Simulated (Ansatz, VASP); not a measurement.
**SiC in VASP and in Ansatz**

```
CELL_PARAMETERS angstrom
3.33911 0.00000 0.00000
-1.66955 2.89175 0.00000
0.00000 0.00000 5.47994
ATOMIC_POSITIONS crystal
Si 0.33333 0.66667 0.00456
Si 0.66667 0.33333 0.50456
C 0.33333 0.66667 0.38044
C 0.66667 0.33333 0.88044
```

Change from the starting cell: strain +0.080 along x and y, +0.080 along z, atoms carried along.

Alike in both runs: task single point; functional PBE; k mesh 12 × 12 × 6; occupations gaussian, width 0.05 eV; no spin polarisation.

|  | VASP | Ansatz |
| --- | --- | --- |
| version | VASP 6.6.1 | Ansatz 0.2.0 |
| potentials or method | VASP PAW PBE potentials, release 64 (Si, C), cutoff 520 eV | scalar-relativistic, plane waves, PAW |
| valence electrons in the cell | 16 | 16 |

Ansatz gave:

| Item | Value |
| --- | --- |
| gap on the k mesh at the Fermi level (eV) | 2.39 |
| least direct gap on the mesh (eV) | 2.90 |
| pressure (GPa) | -30.8 |
| traceless stress, the component that is largest in VASP (GPa) | 0.44 |
| rms of the force components (eV/Å) | 0.021 |

Task: Which values does VASP return?

Result: gap on the k mesh at the Fermi level (eV): 2.39; least direct gap on the mesh (eV): 2.90; pressure (GPa): -30.8; traceless stress, the component that is largest in VASP (GPa): 0.44; rms of the force components (eV/Å): 0.020.

Atom by atom the forces differ by 0.000 eV/Å (rms over components). Both programs put the cell under strong tension, so it lies far from rest at this level. With one functional, cell and mesh, what is left measures potentials, basis and numerics.

Noted on VASP's run: the cell as given lies far from equilibrium.
